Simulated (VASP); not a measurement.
Runs of VASP 6.6.1 on MgO. The structure is that of space group P6_3/mmc (No. 194), or close to it. The cells are those of the table. 

```csv
task,level,potentials or basis,cell,cutoff (eV),gap on the mesh (eV),pressure (GPa),relaxed volume (Å³/atom)
single point,r2SCAN,"VASP PAW PBE potentials, release 64 (Mg, O)","a = 2.923, b = 2.923, c = 5.092 Å, angles 90.0, 90.0, 120.0°, 4 atoms",520,(b),-1.1,-
relaxation of cell and atoms,LDA,"VASP PAW LDA potentials, release 64 (Mg, O)","relaxed from a = 2.958, b = 2.958, c = 5.157 Å, angles 90.0, 90.0, 120.0°, 4 atoms",600,(a),0.0,9.01
relaxation of cell and atoms,r2SCAN,"VASP PAW PBE potentials, release 64 (Mg, O)","relaxed from a = 2.958, b = 2.958, c = 5.157 Å, angles 90.0, 90.0, 120.0°, 4 atoms",600,5.40,0.0,9.34
relaxation of cell and atoms,PBEsol,"VASP PAW PBE potentials, release 64 (Mg, O)","relaxed from a = 2.958, b = 2.958, c = 5.157 Å, angles 90.0, 90.0, 120.0°, 4 atoms",600,4.31,0.0,9.46
```

Alike in all rows: no spin polarisation.

Question: Fill in the values left out.

Answer: (a) 4.80; (b) 5.31.

Caveats: the PAW data sets were made with another functional, which shifts forces and pressure a little (at least some runs).

A k mesh can miss the band edges.
